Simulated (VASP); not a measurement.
Input of a VASP 6.6.1 run:

The input POSCAR:

```
Sb
1.0
    3.3180000000      0.0000000000      0.0000000000
    0.0000000000      3.3180000000      0.0000000000
    0.0000000000      0.0000000000      3.0020000000
Sb
1
Direct
    0.0000000000      0.0000000000      0.0000000000
```

INCAR.step1

```
SYSTEM = Sb
PREC = Accurate
ENCUT = 520
ISMEAR = 0
SIGMA = 0.15
LREAL = .False.
LASPH = .True.
NELM = 60
NBANDS = 8
GGA = PE
ALGO = Normal
EDIFF = 1E-4
LWAVE = .True.
LCHARG = .False.
```

INCAR.step2

```
SYSTEM = Sb
PREC = Accurate
ENCUT = 520
EDIFF = 1E-6
ISMEAR = 0
SIGMA = 0.15
LREAL = .False.
LASPH = .True.
NELM = 60
ALGO = Normal
ISIF = 2
LWAVE = .False.
LCHARG = .False.
METAGGA = R2SCAN
LMIXTAU = .True.
NBANDS = 8
ISTART = 1
```

File KPOINTS:

```
Automatic mesh
0
Gamma
  16 16 16
  0 0 0
```

Potentials or basis: VASP PAW PBE potentials, release 64 (Sb).

Run with:

```bash
$ cat potpaw_PBE.64/Sb/POTCAR > POTCAR
$ cp INCAR.step1 INCAR
$ mpirun -np 1 vasp_std > vasp.out
$ cp INCAR.step2 INCAR
$ mpirun -np 1 vasp_std > vasp.out
```

(1) Estimate the pressure.

(2) What does it give for the band gap on the k mesh?

## Answers

(1) -4.6 GPa.

(2) zero (an odd number of electrons rules out a gap without spin polarisation).

Caveat: the cell differs from its parent crystal (strain +0.050 along x and y, -0.050 along z); the cell stands under tension; the PAW data sets were made with another functional, which shifts forces and pressure a little; spin-orbit coupling is left out, which moves the levels of the heavy elements.
